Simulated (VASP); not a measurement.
# W (Fm-3m) in VASP: notebook

Runs on W. Level: PBE. Tasks: electric field gradients.

All numbers are computed with VASP 6.6.1; they aren't measurements. Logs are shortened: lines on timing, memory, paths and dates and some standing lists are left out, and cuts for length are marked.

### Step 1. The cell of the first run

Symmetry: Fm-3m, No. 225, cubic system. Conventional cell: a = 4.073 Å, b = 4.073 Å, c = 4.073 Å, α = 90.00°, β = 90.00°, γ = 90.00°. W (site symmetry m-3m) has 12 W at 2.88 Å within 3.8 Å.

### Step 2. Electric field gradients, PBE (volume scaled by 1.01)

INCAR reads:

```
SYSTEM = W
  ALGO = Normal
  EDIFF = 1E-8
  ENCUT = 520
  GGA = PE
  ISIF = 2
  ISMEAR = -1
  LASPH = .TRUE.
  LCHARG = .FALSE.
  LEFG = .TRUE.
  LREAL = .FALSE.
  LWAVE = .FALSE.
  NBANDS = 13
  NELM = 100
  PREC = Accurate
  SIGMA = 0.05
```

KPOINTS reads:

```
k-points
0
G
  14 14 14
  0 0 0
```

POSCAR reads:

```
W
1.0
    0.0000000000      2.0367442356      2.0367442356
    2.0367442356      0.0000000000      2.0367442356
    2.0367442356      2.0367442356      0.0000000000
W
1
Direct
    0.0000000000      0.0000000000      0.0000000000
```

Potentials or basis: VASP PAW PBE potentials, release 64 (W_sv).

Launch:

```console
cat potpaw_PBE.64/W_sv/POTCAR > POTCAR
mpirun -np 1 vasp_std > vasp.out
```

OUTCAR:

```text
SYSTEM = W
   EDIFF = 1E-8
   ENCUT = 520
   GGA = PE
   ISIF = 2
   ISMEAR = -1
   LASPH = .TRUE.
   LREAL = .FALSE.
   NELM = 100
   PREC = Accurate

 ion  position               nearest neighbor table
   1  0.000  0.000  0.000-

  LATTYP: Found a face centered cubic cell.
 ALAT       =     4.0734884712

  Lattice vectors:

 A1 = (   0.0000000000,   2.0367442356,   2.0367442356)
 A2 = (   2.0367442356,   0.0000000000,   2.0367442356)
 A3 = (   2.0367442356,   2.0367442356,   0.0000000000)

Analysis of symmetry for initial positions (statically):
=====================================================================
 Subroutine PRICEL returns:
 Original cell was already a primitive cell.

 Routine SETGRP: Setting up the symmetry group for a
 face centered cubic supercell.

 Subroutine GETGRP returns: Found 48 space group operations
 (whereof 48 operations were pure point group operations)
 out of a pool of 48 trial point group operations.

The static configuration has the point symmetry O_h .

Analysis of symmetry for dynamics (positions and initial velocities):
=====================================================================
 Subroutine PRICEL returns:
 Original cell was already a primitive cell.

 Routine SETGRP: Setting up the symmetry group for a
 face centered cubic supercell.

 Subroutine GETGRP returns: Found 48 space group operations
 (whereof 48 operations were pure point group operations)
 out of a pool of 48 trial point group operations.

The dynamic configuration has the point symmetry O_h .

 Subroutine INISYM returns: Found 48 space group operations
 (whereof 48 operations are pure point group operations),
 and found     1 'primitive' translations

----------------------------------------------------------------------------------------

                                     Primitive cell

  volume of cell :      16.8982

  direct lattice vectors                    reciprocal lattice vectors
     0.000000000  2.036744236  2.036744236    -0.245489832  0.245489832  0.245489832
     2.036744236  0.000000000  2.036744236     0.245489832 -0.245489832  0.245489832
     2.036744236  2.036744236  0.000000000     0.245489832  0.245489832 -0.245489832

  length of vectors
     2.880391321  2.880391321  2.880391321     0.425200862  0.425200862  0.425200862

  position of ions in fractional coordinates (direct lattice)
     0.000000000  0.000000000  0.000000000

  ion indices of the primitive-cell ions
   primitive index   ion index
                 1           1

----------------------------------------------------------------------------------------

 KPOINTS: k-points

Automatic generation of k-mesh.
 Grid dimensions read from file:
 generate k-points for:   14   14   14

 Generating k-lattice:

  Cartesian coordinates                     Fractional coordinates (reciprocal lattice)
    -0.017534988  0.017534988  0.017534988     0.071428571  0.000000000  0.000000000
     0.017534988 -0.017534988  0.017534988     0.000000000  0.071428571  0.000000000
     0.017534988  0.017534988 -0.017534988     0.000000000  0.000000000  0.071428571

  Length of vectors
     0.030371490  0.030371490  0.030371490

  Shift w.r.t. Gamma in fractional coordinates (k-lattice)
     0.000000000  0.000000000  0.000000000

 Subroutine IBZKPT returns following result:
 ===========================================

 Found    104 irreducible k-points:

 Following reciprocal coordinates:
            Coordinates               Weight
  0.000000  0.000000  0.000000      1.000000
  0.071429  0.000000  0.000000      8.000000
  0.142857  0.000000  0.000000      8.000000
  0.214286  0.000000  0.000000      8.000000
  0.285714  0.000000  0.000000      8.000000
  0.357143  0.000000  0.000000      8.000000
[... 16 lines left out ...]
  0.214286  0.142857  0.000000     24.000000
  0.285714  0.142857  0.000000     24.000000
 [... further k-points ...]
   k-points           NKPTS =    104   k-points in BZ     NKDIM =    104   number of bands    NBANDS=     13
   number of dos      NEDOS =    301   number of ions     NIONS =      1
   total plane-waves  NPLWV =  13824
   dimension x,y,z NGX =    24 NGY =   24 NGZ =   24
   dimension x,y,z NGXF=    48 NGYF=   48 NGZF=   48
   ions per type =               1
   NGX,Y,Z   is equivalent  to a cutoff of  13.85, 13.85, 13.85 a.u.
   NGXF,Y,Z  is equivalent  to a cutoff of  27.70, 27.70, 27.70 a.u.
 SYSTEM =  W
   PREC   = accura    normal or accurate (medium, high low for compatibility)
   ISTART =      0    job   : 0-new  1-cont  2-samecut
   ICHARG =      2    charge: 1-file 2-atom 10-const
   ISPIN  =      1    spin polarized calculation?
   LNONCOLLINEAR =      F non collinear calculations
   LSORBIT =      F    spin-orbit coupling
   LASPH  =      T    aspherical Exc in radial PAW
   ENCUT  =  520.0 eV  38.22 Ry    6.18 a.u.   5.36  5.36  5.36*2*pi/ulx,y,z
   NELM   =    100;   NELMIN=  2; NELMDL= -5     # of ELM steps
   EDIFF  = 0.1E-07   stopping-criterion for ELM
   LREAL  =      F    real-space projection
   EDIFFG = 0.1E-06   stopping-criterion for IOM
   NSW    =      0    number of steps for IOM
   IBRION =     -1    ionic relax: 0-MD 1-quasi-New 2-CG
   NFREE  =      0    steps in history (QN), initial steepest desc. (CG)
   ISIF   =      2    stress and relaxation
   ISYM   =      2    0-nonsym 1-usesym 2-fastsym
   POTIM  = 0.5000    time-step for ionic-motion
   TEBEG  =    0.0;   TEEND  =   0.0 temperature during run
   PSTRESS=    0.0 pullay stress
   NELECT =      14.0000    total number of electrons
   NUPDOWN=      -1.0000    fix difference up-down
   EMIN   =  10.00;   EMAX   =-10.00  energy-range for DOS
   EFERMI =   0.00;   METHOD = LEGACY
   ISMEAR =    -1;   SIGMA  =   0.05  broadening in eV -4-tet -1-fermi 0-gaus
   EFERMI_NEDOS =   21; number of points for ismear=-14 and -15
   IALGO  =     38    algorithm
   IMIX   =      4    mixing-type and parameters
     AMIX     =   0.40;   BMIX     =  1.00
     AMIX_MAG =   1.60;   BMIX_MAG =  1.00
  volume/ion in A,a.u.               =      16.90       114.03
  Fermi-wavevector in a.u.,A,eV,Ry     =   1.537580  2.905605 32.166238  2.364152
  Thomas-Fermi vector in A             =   2.644069
   LORBIT       =      0    0 simple, 1 ext, 2 COOP (PROOUT), +10 PAW based schemes
   GGA     = PE    functional components
   LHFCALC =     F    Hartree Fock is set to
   AEXX    =    0.0000 exact exchange contribution
   IVDW    =     0    specifies the selected vdW correction
   LEPSILON=     F    determine dielectric tensor
   LRPA    =     F    only Hartree local field effects (RPA)
 non-spin polarized calculation
  energy-cutoff  :      520.00
  volume of cell :       16.90
 maximum number of plane-waves:       467
 NGX is ok and might be reduce to    24
   NGX = 11   NGY = 11   NGZ = 11

 number of electron      14.0000001 magnetization

 Free energy of the ion-electron system (eV)
  ---------------------------------------------------
  ext. energy  EPLUGINS =         0.00000000
  ---------------------------------------------------
  free energy    TOTEN  =       -12.46833986 eV

  energy without entropy =      -12.45747072  energy(sigma->0) =      -12.46290529

 E-fermi :  10.0803     XC(G=0): -13.2732

 val. band max:       10.0795734960   @ k =   0.5000   0.1429   0.0000
 cond. band min:      10.0959311868   @ k =  -0.1429   0.0714   0.0000
 fundamental gap:      0.0163576908
 Fermi energy:        10.0802600517

 k-point     1 :       0.0000    0.0000    0.0000
  band No.  band energies     occupation
      1     -63.6392      2.00000
      2     -27.3051      2.00000
      3     -27.3051      2.00000
      4     -27.3051      2.00000
      5       1.2535      2.00000
      6       9.5692      1.99993
      7       9.5692      1.99993
      8       9.5692      1.99993
      9      12.5654      0.00000
     10      12.5654      0.00000
     11      22.8401      0.00000
     12      27.9153      0.00000
     13      27.9153      0.00000

 k-point     2 :       0.0714    0.0000    0.0000
  band No.  band energies     occupation
      1     -63.6347      2.00000
      2     -27.3597      2.00000
      3     -27.3121      2.00000
      4     -27.3121      2.00000
      5       1.4694      2.00000
      6       9.4044      2.00000
      7       9.6691      1.99946
      8       9.6691      1.99946
      9      12.4766      0.00000
     10      12.4766      0.00000
     11      23.2708      0.00000
[... 339 lines left out ...]
 k-point    24 :       0.2857    0.1429    0.0000
  band No.  band energies     occupation
      1     -63.5842      2.00000
      2     -27.8320      2.00000
      3     -27.4483      2.00000
      4     -27.4376      2.00000
      5       3.9103      2.00000
      6       7.8949      2.00000
      7       9.7653      1.99633
      8      10.6864      0.00001
      9      12.0033      0.00000
     10      13.5763      0.00000
     11      24.4986      0.00000
     12      27.3588      0.00000
     13      29.5021      0.00000

 [... further k-points ...]
[... 5 lines left out ...]
  --------------------------------------------------------------------------------------
  -------------------------------------------------------------------------------------
  Total       -0.7229815     -0.7229815     -0.7229815     -0.0000000      0.0000000     -0.0000000
  in kB      -68.5485509    -68.5485509    -68.5485509     -0.0000000      0.0000000     -0.0000000
  external PRESSURE =     -68.5485509 kB  Pullay stress =       0.0000000 kB

 VOLUME and BASIS-vectors are now :
 -----------------------------------------------------------------------------
  energy-cutoff  :      520.00
  volume of cell :       16.90
      direct lattice vectors                 reciprocal lattice vectors
     0.000000000  2.036744236  2.036744236    -0.245489832  0.245489832  0.245489832
     2.036744236  0.000000000  2.036744236     0.245489832 -0.245489832  0.245489832
     2.036744236  2.036744236  0.000000000     0.245489832  0.245489832 -0.245489832

 POSITION                                       TOTAL-FORCE (eV/Angst)
 -----------------------------------------------------------------------------------
      0.00000      0.00000      0.00000        -0.000000     -0.000000     -0.000000
 -----------------------------------------------------------------------------------
    total drift:                                0.000000      0.000000      0.000000

  FREE ENERGIE OF THE ION-ELECTRON SYSTEM (eV)
  ---------------------------------------------------
  free  energy   TOTEN  =       -12.4683398631 eV

  energy  without entropy=      -12.4574707216  energy(sigma->0) =      -12.46290529

 Electric field gradients (V/A^2)
---------------------------------------------------------------------
 ion       V_xx      V_yy      V_zz      V_xy      V_xz      V_yz
---------------------------------------------------------------------
   1       0.000    -0.000     0.000    -0.000    -0.000    -0.000
---------------------------------------------------------------------

 Electric field gradients after diagonalization (V/A^2)
 (convention: |V_zz| > |V_xx| > |V_yy|)
----------------------------------------------------------------------
 ion       V_xx      V_yy      V_zz     asymmetry (V_yy - V_xx)/ V_zz
----------------------------------------------------------------------
   1       0.000     0.000    -0.001       0.000
----------------------------------------------------------------------

           NMR quadrupolar parameters

 Cq : quadrupolar parameter    Cq=e*Q*V_zz/h
 eta: asymmetry parameters     (V_yy - V_xx)/ V_zz
 Q  : nuclear electric quadrupole moment in mb (millibarn)
----------------------------------------------------------------------
 ion       Cq(MHz)       eta       Q (mb)
----------------------------------------------------------------------
   1      -0.000       0.000       1.000
----------------------------------------------------------------------
```

Run time: 52 s. Hardware: 1 thread of Intel Xeon 8259CL, shared host; peak memory 0.15 GiB.

What came out:

```
Free energy            : -12.4683 eV
Pressure               : -6.9 GPa
Band gap on the k mesh : zero (band 7 reaches 12.98 eV, above the bottom of band 8 at 9.57 eV)
```

Levels at points of the mesh, in eV from the Fermi level:
| k point | band 3 | band 4 | band 5 | band 6 | band 7 | band 8 | band 9 | band 10 | band 11 | band 12 |
| --- | --- | --- | --- | --- | --- | --- | --- | --- | --- | --- |
| (0.00, 0.00, 0.00) | -37.39 | -37.39 | -8.83 | -0.51 | -0.51 | -0.51 | 2.49 | 2.49 | 12.76 | 17.84 |
| (0.50, 0.00, 0.00) | -37.53 | -37.53 | -5.43 | -0.72 | -0.72 | 0.56 | 4.85 | 4.85 | 9.87 | 12.39 |
| (0.50, 0.50, 0.00) | -37.76 | -37.76 | -5.27 | -4.33 | 2.90 | 4.82 | 5.55 | 5.55 | 11.50 | 11.50 |

Caveat: without QUAD_EFG the Cq values of the log hold for a quadrupole moment of 1 mb, not for the nuclei; spin-orbit coupling is left out, which moves the levels of the heavy elements.

(Part 1 of 2 ends here.)
